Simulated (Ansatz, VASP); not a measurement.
**One calculation of IrAu, two programs**

```
CELL_PARAMETERS angstrom
1.44348 0.83340 4.49741
-1.44348 0.83340 4.49741
0.00000 -1.66679 4.49741
ATOMIC_POSITIONS crystal
Ir 0.00000 0.00000 0.00000
Au 0.50000 0.50000 0.50000
```

Change from the starting cell: species swapped into the CuPt type (R-3m, No. 166).

Alike in both runs: task single point; functional PBE; k mesh 6 × 6 × 6; occupations gaussian, width 0.1 eV; no spin polarisation.

```csv
,VASP,Ansatz
version,VASP 6.6.1,Ansatz 0.2.0
potentials or method,"VASP PAW PBE potentials, release 64 (Ir, Au), cutoff 520 eV","scalar-relativistic, plane waves, PAW"
valence electrons in the cell,20,36
```

|  | VASP | Ansatz | Ansatz less VASP |
| --- | --- | --- | --- |
| gap on the k mesh at the Fermi level (eV) | none | none | - |
| pressure (GPa) | -2.7 | -2.6 | +0.12 |
| traceless stress, the component that is largest in VASP (GPa) | 4.07 | 4.16 | +0.092 |

A gap of «none» marks a metal or a gap that the smearing closes. VASP's potentials hold 20 valence electrons a cell and Ansatz's 36, so a difference there can come from the potentials and not from the codes.

The k mesh is coarse, so the values compare programs but aren't converged. Spin-orbit coupling is off throughout.
